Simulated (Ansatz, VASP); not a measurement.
Ag in VASP and in Ansatz

```xyz
1
Lattice="0.0000 2.0431 2.0227 2.0431 0.0000 2.0227 2.0431 2.0431 0.0000" Properties=species:S:1:pos:R:3 pbc="T T T"
Ag    0.0000    0.0000    0.0000
```

Change from the starting cell: zz strain of -1 %, crystal datasets.

Alike in both runs: task electric field gradients; functional PBE; k mesh 15 × 15 × 15; occupations fermi-dirac, width 0.05 eV; no spin polarisation.

|  | VASP | Ansatz |
| --- | --- | --- |
| version | VASP 6.6.1 | Ansatz 0.2.0 |
| potentials or method | VASP PAW PBE potentials, release 64 (Ag), cutoff 400 eV | all-electron PAW with datasets made for the crystal, scalar-relativistic |

Ansatz gave:

| Quantity | Value |
| --- | --- |
| pressure (GPa) | 5.8 |
| size of Vzz on the site where it differs most (V/Å²) | 1.2 |

Which values does VASP return?

Pressure (GPa): 5.3; size of Vzz on the site where it differs most (V/Å²): 0.9.

Ansatz ran all-electron here, and VASP with PAW potentials.
